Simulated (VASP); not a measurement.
A run of VASP 6.6.1:

The input INCAR:

```
SYSTEM = YAl3
PREC = Accurate
ENCUT = 520
EDIFF = 1E-6
ISMEAR = 0
SIGMA = 0.1
LREAL = .False.
LASPH = .True.
NELM = 60
ALGO = Normal
ISIF = 2
LWAVE = .False.
LCHARG = .False.
GGA = PS
NBANDS = 18
```

The input KPOINTS:

```
regular mesh
0
Gamma
  10 10 10
  0 0 0
```

The input POSCAR:

```
YAl3
1.0
    4.2195237171      0.0000000000      0.0000000000
    0.0000000000      4.2195237171      0.0000000000
    0.0000000000      0.0000000000      4.2195237171
Y Al
1 3
Direct
    0.0000000000      0.0000000000      0.0000000000
    0.0000000000      0.5000000000      0.5000000000
    0.5000000000      0.5000000000      0.0000000000
    0.5000000000      0.0000000000      0.5000000000
```

Potentials or basis: VASP PAW PBE potentials, release 64 (Y_sv, Al).

The run is started by

```console
$ cat potpaw_PBE.64/Y_sv/POTCAR potpaw_PBE.64/Al/POTCAR > POTCAR
$ mpirun -np 1 vasp_std > vasp.out
```

Hardware: 1 thread of Intel(R) Xeon(R) Platinum 8375C CPU @ 2.90GHz (Ice Lake), with other jobs on the host.

Q: How long does it take, and how much memory?

A: It took 46 s on 1 thread of Intel(R) Xeon(R) Platinum 8375C CPU @ 2.90GHz (Ice Lake) (shared host), peak memory 0.23 GiB. Counts: scf iterations 13, k points 56.
